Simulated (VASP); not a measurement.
Wanted: the native input for a VASP 6.6.1 run.

| Item | Value |
| --- | --- |
| Task | single point |
| Functional | PBE |
| Potentials or basis | VASP PAW PBE potentials, release 64 (Ti_sv, B) |
| Cutoff | 520 eV |
| k mesh | 10 × 10 × 8 |
| Occupations | gaussian, width 0.023 eV |
| Spin | no spin polarisation |
| Dipole correction | no |
| Further INCAR settings | ALGO = Normal; EDIFF = 1e-06; NBANDS = 16 |

The structure of TiB2 lies in POSCAR:

```
TiB2
1.0
    3.0292000000      0.0000000000      0.0000000000
   -1.5146000000      2.6233641531      0.0000000000
    0.0000000000      0.0000000000      3.2284000000
Ti B
1 2
Direct
    0.0000000000      0.0000000000      0.0000000000
    0.6666666667      0.3333333333      0.5000000000
    0.3333333333      0.6666666667      0.5000000000
```

One way to write it, as run:

INCAR

```
PREC = Accurate
ENCUT = 520
EDIFF = 1E-6
ISMEAR = 0
SIGMA = 0.023
LREAL = False
LASPH = True
NELM = 60
ALGO = Normal
ISIF = 2
LWAVE = False
LCHARG = False
GGA = PE
NBANDS = 16
```

KPOINTS

```
regular mesh
0
Gamma
  10 10 8
```

Potentials or basis: VASP PAW PBE potentials, release 64 (Ti_sv, B).

Command:

```sh
$ cat potpaw_PBE.64/Ti_sv/POTCAR potpaw_PBE.64/B/POTCAR > POTCAR
$ mpirun -np 1 vasp_std > vasp.out
```

It gave:

The pressure is 0.6 GPa and the band gap on the k mesh is zero (bands 9 and 10 overlap by 0.56 eV).

Wall time 24 s on 1 thread of AMD EPYC 7R13, with other jobs on the host, peak memory 0.12 GiB.
